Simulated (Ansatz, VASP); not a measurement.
## One calculation of SnSe, two programs

```xyz
4
Lattice="4.2539 0.0000 0.0000 0.0000 4.5315 0.0000 0.0000 0.0000 20.8573" Properties=species:S:1:pos:R:3 pbc="T T T"
Sn    3.1904    2.7255    9.0000
Sn    1.0635    0.4597   11.8573
Se    1.0635    0.1022    9.1553
Se    3.1904    2.3679   11.7020
```

Alike in both runs: task single point; functional PBE; dispersion D3(BJ); k mesh 20 × 19 × 1; occupations gaussian, width 0.05 eV; no spin polarisation.

```csv
,VASP,Ansatz
version,VASP 6.6.1,Ansatz 0.2.0
potentials or method,"VASP PAW PBE potentials, release 64 (Sn_d, Se), cutoff 520 eV","scalar-relativistic, plane waves, PAW"
valence electrons in the cell,40,60
```

|  | VASP | Ansatz | Ansatz less VASP |
| --- | --- | --- | --- |
| gap on the k mesh at the Fermi level (eV) | 1.14 | 1.15 | +0.003 |
| rms of the force components (eV/Å) | 0.011 | 0.004 | -0.0067 |

VASP's potentials hold 40 valence electrons a cell and Ansatz's 60, so a difference there can come from the potentials and not from the codes.
